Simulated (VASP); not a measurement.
Write the native input for VASP 6.6.1 that does the following.

- Task: single point
- Functional: PBE
- Potentials or basis: VASP PAW PBE potentials, release 64 (Al, B, P)
- Cutoff: 520 eV
- k mesh: 6 × 6 × 1
- Occupations: gaussian, width 0.1 eV
- Spin: no spin polarisation
- Dipole correction: no
- Further INCAR settings: ALGO = Normal; EDIFF = 1e-06; NBANDS = 36

The structure of Al5BP6 lies in POSCAR:

```
Al5BP6
1.0
    3.7910817794      0.0000000030      0.0000000000
   -1.8955408923      3.2831731273      0.0000000000
    0.0000000000      0.0000000000     18.7024456185
Al B P
5 1 6
Direct
    0.0000000000      0.0000000000      0.0109636489
    0.3333333333      0.6666666667      0.8387649955
    0.6666666667      0.3333333333      0.6665335045
    0.0000000000      0.0000000000      0.4943388835
    0.3333333333      0.6666666667      0.3223164777
    0.6666666667      0.3333333333      0.1621657066
    0.0000000000      0.0000000000      0.8841391989
    0.3333333333      0.6666666667      0.7119678273
    0.6666666667      0.3333333333      0.5397474035
    0.0000000000      0.0000000000      0.3675154714
    0.3333333333      0.6666666667      0.1948748381
    0.6666666667      0.3333333333      0.0566720441
```

These files were run (other wordings do the same):

INCAR

```
PREC     = Accurate       # precision mode
ENCUT    = 520            # plane-wave cutoff, eV
EDIFF    = 1E-6           # SCF threshold, eV
ISMEAR   = 0              # smearing method
SIGMA    = 0.1            # smearing width, eV
LREAL    = F              # projectors in reciprocal space
LASPH    = T              # aspherical terms in the spheres
NELM     = 100            # most SCF steps
ALGO     = Normal         # electronic algorithm
ISIF     = 2              # what is computed and relaxed
LWAVE    = F              # write WAVECAR
LCHARG   = F              # write CHGCAR
GGA      = PE             # functional
NBANDS   = 36             # bands
```

KPOINTS

```
Automatic mesh
0
Gamma
  6 6 1
```

Potentials or basis: VASP PAW PBE potentials, release 64 (Al, B, P).

Launch:

```bash
$ cat potpaw_PBE.64/Al/POTCAR potpaw_PBE.64/B/POTCAR potpaw_PBE.64/P/POTCAR > POTCAR
$ mpirun -np 1 vasp_std > vasp.out
```

Results of the run:

```json
{
  "Pressure": "0.0 GPa",
  "Largest force": "0.017 eV/Å",
  "Band gap on the k mesh": "1.02 eV, direct"
}
```

It took 97 s on 1 thread of Intel(R) Xeon(R) Platinum 8488C (Sapphire Rapids), with other jobs on the host, peak memory 0.32 GiB.
